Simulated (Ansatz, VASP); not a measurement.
# Al in VASP and in Ansatz

The input POSCAR:

```
Al
1.0
   -1.5912186900      1.5912186900      1.5912186900
    1.5912186900     -1.5912186900      1.5912186900
    1.5912186900      1.5912186900     -1.5912186900
Al
1
Direct
    0.0000000000      0.0000000000      0.0000000000
```

File INCAR.step1:

```
SYSTEM = Al
PREC = Accurate
ENCUT = 520
ISMEAR = -1
SIGMA = 0.08
LREAL = .False.
LASPH = .True.
NELM = 100
NBANDS = 8
GGA = PE
ALGO = Normal
EDIFF = 1E-4
LWAVE = .True.
LCHARG = .False.
```

The input INCAR.step2:

```
SYSTEM = Al
PREC = Accurate
ENCUT = 520
EDIFF = 1E-8
ISMEAR = -1
SIGMA = 0.08
LREAL = .False.
LASPH = .True.
NELM = 100
ALGO = Normal
ISIF = 2
LWAVE = .False.
LCHARG = .False.
METAGGA = R2SCAN
LMIXTAU = .True.
LEFG = .True.
NBANDS = 8
ISTART = 1
```

The input KPOINTS:

```
regular mesh
0
Gamma
  18 18 18
  0 0 0
```

Input for Ansatz:

```yaml
crystal:
  lattice:
    - [-1.59121869, 1.59121869, 1.59121869]
    - [1.59121869, -1.59121869, 1.59121869]
    - [1.59121869, 1.59121869, -1.59121869]
  atoms:
    - { symbol: Al, position: [0.0, 0.0, 0.0] }
kpoints:
  mp_grid: { grid: [18, 18, 18] }
  band_path:
    path:
      - [0.0, 0.0, 0.0]
      - [0.5, -0.5, 0.5]
      - [0.0, 0.0, 0.5]
      - [0.0, 0.0, 0.0]
      - [0.25, 0.25, 0.25]
      - [0.5, -0.5, 0.5]
      - [0.25, 0.25, 0.25]
      - [0.0, 0.0, 0.5]
    npoints: 8
scf:
  occupations: { method: fermi_dirac, width: 0.08 }
hamiltonian:
  xc: r2scan
  pseudopotentials: { kind: paw }
output:
  forces: true
  stress: true
  eigenvalues: true
  efg: { contact_densities: true }
  populations: true
  bader: true
  dos: { projected: true, de: 0.2, e_range: [-14, 8] }
  write_density: true
  write_potential: true
  elf: true
  volumetric_format: npy
```

Alike in both runs: task electric field gradients; functional r2SCAN; k mesh 18 × 18 × 18; occupations fermi-dirac, width 0.08 eV; no spin polarisation.

|  | VASP | Ansatz |
| --- | --- | --- |
| version | VASP 6.6.1 | Ansatz 0.2.0 |
| potentials or method | VASP PAW PBE potentials, release 64 (Al) | PAW with Ansatz's default frozen-core files, scalar-relativistic |
| plane-wave cutoff (eV) | 520 | 500 |
| valence electrons in the cell | 3 | 3 |

```tsv
	VASP	Ansatz	Ansatz less VASP
pressure (GPa)	0.2	0.5	+0.31
```

VASP's potentials were made for PBE, not for r2SCAN.
